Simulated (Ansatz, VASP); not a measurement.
## One calculation of CsBr, two programs

```xyz
2
Lattice="4.2314 0.0000 0.0000 0.0000 4.2314 0.0000 0.0000 0.0000 4.2314" Properties=species:S:1:pos:R:3 pbc="T T T"
Cs    0.0000    0.0000    0.0000
Br    2.1157    2.1157    2.1157
```

Alike in both runs: task single point; functional r2SCAN; k mesh 6 × 6 × 6; no spin polarisation.

|  | VASP | Ansatz |
| --- | --- | --- |
| version | VASP 6.6.1 | Ansatz 0.2.0 |
| potentials or method | VASP PAW PBE potentials, release 64 (Cs_sv, Br) | plane waves, PAW |
| plane-wave cutoff (eV) | 550 | 500 |
| occupations | gaussian, width 0.01 eV | fixed |
| valence electrons in the cell | 16 | 16 |

|  | VASP | Ansatz | Ansatz less VASP |
| --- | --- | --- | --- |
| gap on the k mesh at the Fermi level (eV) | 5.35 | 5.35 | +0.007 |
| pressure (GPa) | 1.2 | 1.2 | -0.06 |

VASP's potentials were made for PBE, not for r2SCAN.

Spin-orbit coupling is off throughout.
